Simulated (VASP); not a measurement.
# Ag in VASP: a series of runs

The runs below take Ag through single point, with r2SCAN.

Program: VASP 6.6.1. These are calculated values, not measurements. Logs are shortened: lines on timing, memory, paths and dates and some standing lists are left out, and cuts for length are marked.

### Step 1. The cell of the first run

The structure is cubic, space group Im-3m (No. 229). The conventional cell has a = 3.477 Å, b = 3.477 Å, c = 3.477 Å, α = 90.00°, β = 90.00°, γ = 90.00°. Within 4.0 Å of Ag (site symmetry m-3m) lie 14 Ag at 3.01 to 3.48 Å.

This isn't the form of Ag at room conditions, which is fcc.

### Step 2. Single point, r2SCAN (strain +0.050 along x and y, +0.050 along z)

POSCAR reads:

```
Ag
1.0
   -1.7384367000      1.7384367000      1.7384367000
    1.7384367000     -1.7384367000      1.7384367000
    1.7384367000      1.7384367000     -1.7384367000
Ag
1
Direct
    0.0000000000      0.0000000000      0.0000000000
```

INCAR.step1 reads:

```
SYSTEM = Ag
PREC = Accurate
ENCUT = 520
ISMEAR = 0
SIGMA = 0.15
LREAL = .False.
LASPH = .True.
NELM = 60
NBANDS = 12
GGA = PE
ALGO = Normal
EDIFF = 1E-4
LWAVE = .True.
LCHARG = .False.
```

INCAR.step2 reads:

```
SYSTEM = Ag
PREC = Accurate
ENCUT = 520
EDIFF = 1E-7
ISMEAR = 0
SIGMA = 0.15
LREAL = .False.
LASPH = .True.
NELM = 60
ALGO = Normal
ISIF = 2
LWAVE = .False.
LCHARG = .False.
METAGGA = R2SCAN
LMIXTAU = .True.
NBANDS = 12
ISTART = 1
```

KPOINTS reads:

```
Automatic mesh
0
Gamma
  20 20 20
  0 0 0
```

Potentials or basis: VASP PAW PBE potentials, release 64 (Ag).

Started as:

```bash
cat potpaw_PBE.64/Ag/POTCAR > POTCAR
cp INCAR.step1 INCAR
mpirun -np 1 vasp_std > vasp.out
cp INCAR.step2 INCAR
mpirun -np 1 vasp_std > vasp.out
```

OUTCAR:

```text
SYSTEM = Ag
   PREC = Accurate
   ENCUT = 520
   EDIFF = 1E-7
   ISMEAR = 0
   LREAL = .False.
   LASPH = .True.
   NELM = 60
   ISIF = 2
   METAGGA = R2SCAN
   ISTART = 1

 ion  position               nearest neighbor table
   1  0.000  0.000  0.000-

  LATTYP: Found a body centered cubic cell.
 ALAT       =     3.4768734000

  Lattice vectors:

 A1 = (  -1.7384367000,   1.7384367000,   1.7384367000)
 A2 = (   1.7384367000,  -1.7384367000,   1.7384367000)
 A3 = (   1.7384367000,   1.7384367000,  -1.7384367000)

Analysis of symmetry for initial positions (statically):
=====================================================================
 Subroutine PRICEL returns:
 Original cell was already a primitive cell.

 Routine SETGRP: Setting up the symmetry group for a
 body centered cubic supercell.

 Subroutine GETGRP returns: Found 48 space group operations
 (whereof 48 operations were pure point group operations)
 out of a pool of 48 trial point group operations.

The static configuration has the point symmetry O_h .

Analysis of symmetry for dynamics (positions and initial velocities):
=====================================================================
 Subroutine PRICEL returns:
 Original cell was already a primitive cell.

 Routine SETGRP: Setting up the symmetry group for a
 body centered cubic supercell.

 Subroutine GETGRP returns: Found 48 space group operations
 (whereof 48 operations were pure point group operations)
 out of a pool of 48 trial point group operations.

The dynamic configuration has the point symmetry O_h .

 Subroutine INISYM returns: Found 48 space group operations
 (whereof 48 operations are pure point group operations),
 and found     1 'primitive' translations

----------------------------------------------------------------------------------------

                                     Primitive cell

  volume of cell :      21.0154

  direct lattice vectors                    reciprocal lattice vectors
    -1.738436700  1.738436700  1.738436700     0.000000000  0.287614729  0.287614729
     1.738436700 -1.738436700  1.738436700     0.287614729  0.000000000  0.287614729
     1.738436700  1.738436700 -1.738436700     0.287614729  0.287614729  0.000000000

  length of vectors
     3.011060690  3.011060690  3.011060690     0.406748650  0.406748650  0.406748650

  position of ions in fractional coordinates (direct lattice)
     0.000000000  0.000000000  0.000000000
[... 76 lines left out ...]
   EDIFF  = 0.1E-06   stopping-criterion for ELM
   LREAL  =      F    real-space projection
   EDIFFG = 0.1E-05   stopping-criterion for IOM
   NSW    =      0    number of steps for IOM
   IBRION =     -1    ionic relax: 0-MD 1-quasi-New 2-CG
   NFREE  =      0    steps in history (QN), initial steepest desc. (CG)
   ISIF   =      2    stress and relaxation
   ISYM   =      2    0-nonsym 1-usesym 2-fastsym
   POTIM  = 0.5000    time-step for ionic-motion
   TEBEG  =    0.0;   TEEND  =   0.0 temperature during run
   PSTRESS=    0.0 pullay stress
   NELECT =      11.0000    total number of electrons
   NUPDOWN=      -1.0000    fix difference up-down
   EMIN   =  10.00;   EMAX   =-10.00  energy-range for DOS
   EFERMI =   0.00;   METHOD = LEGACY
   ISMEAR =     0;   SIGMA  =   0.15  broadening in eV -4-tet -1-fermi 0-gaus
   EFERMI_NEDOS =   21; number of points for ismear=-14 and -15
   IALGO  =     38    algorithm
   IMIX   =      4    mixing-type and parameters
     AMIX     =   0.40;   BMIX     =  1.00
     AMIX_MAG =   1.60;   BMIX_MAG =  1.00
  volume/ion in A,a.u.               =      21.02       141.82
  Fermi-wavevector in a.u.,A,eV,Ry     =   1.319350  2.493211 23.683467  1.740686
  Thomas-Fermi vector in A             =   2.449255
   LORBIT       =      0    0 simple, 1 ext, 2 COOP (PROOUT), +10 PAW based schemes
   METAGGA = R2SCAN    functional components
   LHFCALC =     F    Hartree Fock is set to
   AEXX    =    0.0000 exact exchange contribution
   IVDW    =     0    specifies the selected vdW correction
   LEPSILON=     F    determine dielectric tensor
   LRPA    =     F    only Hartree local field effects (RPA)
 non-spin polarized calculation
 Gauss-broadening in eV      SIGMA  =   0.15
  energy-cutoff  :      520.00
  volume of cell :       21.02
 maximum number of plane-waves:       586
   NGX = 11   NGY = 11   NGZ = 11

 number of electron      11.0000000 magnetization

 Free energy of the ion-electron system (eV)
  ---------------------------------------------------
  ext. energy  EPLUGINS =         0.00000000
  ---------------------------------------------------
  free energy    TOTEN  =       -21.17444633 eV

  energy without entropy =      -21.17079884  energy(sigma->0) =      -21.17262259

 E-fermi :   5.9072     XC(G=0): -11.5796

 val. band max:        5.8884116640   @ k =   0.3500   0.1000   0.0500
 cond. band min:       5.9298598075   @ k =  -0.3500   0.4000   0.2000
 fundamental gap:      0.0414481435
 Fermi energy:         5.9072410906

 k-point     1 :       0.0000    0.0000    0.0000
  band No.  band energies     occupation
      1      -0.6250      2.00000
      2       1.2854      2.00000
      3       1.2854      2.00000
      4       1.2854      2.00000
      5       2.2368      2.00000
      6       2.2368      2.00000
      7      23.6287      0.00000
      8      23.6287      0.00000
      9      23.6287      0.00000
     10      27.0830      0.00000
     11      27.0830      0.00000
     12      27.0830      0.00000
[... 331 lines left out ...]
 k-point    24 :       0.2500    0.1000    0.0000
  band No.  band energies     occupation
      1       0.6271      2.00000
      2       0.9630      2.00000
      3       1.8501      2.00000
      4       2.0724      2.00000
      5       2.3134      2.00000
      6       3.2004      2.00000
      7      14.9105      0.00000
      8      18.5199      0.00000
      9      20.4564      0.00000
     10      24.2365      0.00000
     11      26.6095      0.00000
     12      27.2801      0.00000

 [... further k-points ...]
[... 5 lines left out ...]
  --------------------------------------------------------------------------------------
  -------------------------------------------------------------------------------------
  Total       -1.4493917     -1.4493917     -1.4493917     -0.0000000      0.0000000      0.0000000
  in kB     -110.4993449   -110.4993449   -110.4993449     -0.0000000      0.0000000      0.0000000
  external PRESSURE =    -110.4993449 kB  Pullay stress =       0.0000000 kB

 VOLUME and BASIS-vectors are now :
 -----------------------------------------------------------------------------
  energy-cutoff  :      520.00
  volume of cell :       21.02
      direct lattice vectors                 reciprocal lattice vectors
    -1.738436700  1.738436700  1.738436700     0.000000000  0.287614729  0.287614729
     1.738436700 -1.738436700  1.738436700     0.287614729  0.000000000  0.287614729
     1.738436700  1.738436700 -1.738436700     0.287614729  0.287614729  0.000000000

 POSITION                                       TOTAL-FORCE (eV/Angst)
 -----------------------------------------------------------------------------------
      0.00000      0.00000      0.00000         0.000000     -0.000000     -0.000000
 -----------------------------------------------------------------------------------
    total drift:                                0.000000      0.000000      0.000000

  FREE ENERGIE OF THE ION-ELECTRON SYSTEM (eV)
  ---------------------------------------------------
  free  energy   TOTEN  =       -21.1744463317 eV

  energy  without entropy=      -21.1707988437  energy(sigma->0) =      -21.17262259
```

OSZICAR.step1:

```text
N       E                     dE             d eps       ncg     rms          rms(c)
DAV:   1     0.510711525585E+02    0.51071E+02   -0.53547E+03  6272   0.804E+02
DAV:   2    -0.196209213662E+01   -0.53033E+02   -0.50065E+02  7072   0.183E+02
DAV:   3    -0.276461068221E+01   -0.80252E+00   -0.80211E+00  7212   0.243E+01
DAV:   4    -0.276727459902E+01   -0.26639E-02   -0.26638E-02  6896   0.147E+00
DAV:   5    -0.276729999444E+01   -0.25395E-04   -0.25396E-04  6912   0.131E-01    0.312E+00
DAV:   6    -0.259126939439E+01    0.17603E+00   -0.79912E-01  6548   0.770E+00    0.225E+00
DAV:   7    -0.258885659267E+01    0.24128E-02   -0.32612E-03  6716   0.599E-01    0.133E+00
DAV:   8    -0.258775048074E+01    0.11061E-02   -0.78609E-04  6784   0.246E-01    0.450E-02
DAV:   9    -0.258776654285E+01   -0.16062E-04   -0.10563E-05  3456   0.278E-02
   1 F= -.25877665E+01 E0= -.25858196E+01  d E =-.389397E-02
```

Run time: 79 s. Hardware: 1 thread of Intel Xeon 6975P-C (Granite Rapids), shared host; peak memory 0.19 GiB.

What came out:

```
Free energy            : -21.1744 eV
Pressure               : -11.0 GPa
Band gap on the k mesh : zero (an odd number of electrons rules out a gap without spin polarisation)
```

Levels at points of the mesh, in eV from the Fermi level:
```tsv
k point	band 1	band 2	band 3	band 4	band 5	band 6	band 7	band 8	band 9	band 10
(0.00, 0.00, 0.00)	-6.53	-4.62	-4.62	-4.62	-3.67	-3.67	17.72	17.72	17.72	21.18
(0.50, 0.00, 0.00)	-5.61	-5.17	-3.71	-3.60	-2.96	0.45	3.11	12.92	13.12	18.01
(0.50, 0.50, 0.50)	-5.59	-5.59	-3.13	-3.13	-3.13	6.56	6.56	6.56	10.40	12.09
```

Caveat: the cell differs from its parent crystal (strain +0.050 along x and y, +0.050 along z); the cell stands under tension; the PAW data sets were made with another functional, which shifts forces and pressure a little.

### Step 3. Single point, r2SCAN (strain -0.050 along x and y, -0.025 along z)

POSCAR reads:

```
Ag
1.0
   -1.5728713000      1.5728713000      1.6142626500
    1.5728713000     -1.5728713000      1.6142626500
    1.5728713000      1.5728713000     -1.6142626500
Ag
1
Direct
    0.0000000000      0.0000000000      0.0000000000
```

INCAR.step1 reads:

```
SYSTEM = Ag
ALGO     = Normal         ! electronic algorithm
EDIFF    = 1E-4           ! SCF threshold, eV
ENCUT    = 520            ! plane-wave cutoff, eV
GGA      = PE             ! functional
ISMEAR   = 0              ! smearing method
LASPH    = .True.         ! aspherical terms in the spheres
LCHARG   = .False.        ! write CHGCAR
LREAL    = .False.        ! projectors in reciprocal space
LWAVE    = .True.         ! write WAVECAR
NBANDS   = 12             ! bands
NELM     = 80             ! most SCF steps
PREC     = Accurate       ! precision mode
SIGMA    = 0.15           ! smearing width, eV
```

INCAR.step2 reads:

```
SYSTEM = Ag
ALGO     = Normal         ! electronic algorithm
EDIFF    = 1E-6           ! SCF threshold, eV
ENCUT    = 520            ! plane-wave cutoff, eV
ISIF     = 2              ! what is computed and relaxed
ISMEAR   = 0              ! smearing method
ISTART   = 1            
LASPH    = .True.         ! aspherical terms in the spheres
LCHARG   = .True.         ! write CHGCAR
LELF     = .True.         ! ELF
LMIXTAU  = .True.       
LREAL    = .False.        ! projectors in reciprocal space
LVHAR    = .True.       
LWAVE    = .False.        ! write WAVECAR
METAGGA  = R2SCAN         ! meta-GGA
NBANDS   = 12             ! bands
NELM     = 80             ! most SCF steps
PREC     = Accurate       ! precision mode
SIGMA    = 0.15           ! smearing width, eV
```

KPOINTS reads:

```
k-points
0
Gamma
  20 20 20
  0 0 0
```

Potentials or basis: VASP PAW PBE potentials, release 64 (Ag).

Started as:

```bash
cat potpaw_PBE.64/Ag/POTCAR > POTCAR
cp INCAR.step1 INCAR
mpirun -np 1 vasp_std > vasp.out
cp INCAR.step2 INCAR
mpirun -np 1 vasp_std > vasp.out
```

Run time: 2.6 min. Hardware: 1 thread of Intel Xeon 6975P-C (Granite Rapids), shared host; peak memory 0.22 GiB.

Results (log left out):

* Free energy: -21.2753 eV
* Pressure: 11.4 GPa
* Band gap on the k mesh: zero (an odd number of electrons rules out a gap without spin polarisation)

Stress tensor (GPa, compression positive):
```
11.15  0.00  0.00
 0.00 11.15  0.00
 0.00  0.00 12.00
```

Levels at points of the mesh, in eV from the Fermi level:
| k point | band 2 | band 3 | band 4 | band 5 | band 6 | band 7 | band 8 | band 9 | band 10 | band 11 |
| --- | --- | --- | --- | --- | --- | --- | --- | --- | --- | --- |
| (0.00, 0.00, 0.00) | -5.60 | -5.60 | -5.47 | -4.13 | -3.98 | 18.62 | 19.10 | 19.10 | 26.01 | 26.05 |
| (0.50, 0.00, 0.00) | -6.41 | -4.18 | -3.90 | -2.89 | -0.25 | 4.60 | 14.27 | 15.98 | 21.72 | 23.22 |
| (0.50, 0.50, 0.00) | -6.56 | -4.00 | -3.86 | -2.86 | -0.08 | 4.88 | 13.87 | 15.33 | 21.25 | 22.54 |
| (0.50, 0.50, 0.50) | -7.23 | -3.19 | -3.14 | -3.14 | 6.90 | 7.72 | 7.72 | 13.90 | 14.75 | 14.84 |

Caveat: the cell differs from its parent crystal (strain -0.050 along x and y, -0.025 along z); the cell stands under pressure; the PAW data sets were made with another functional, which shifts forces and pressure a little.

(Part 1 of 2 ends here.)

The gap in the log of VASP goes by the Fermi energy; the results here count the filled bands.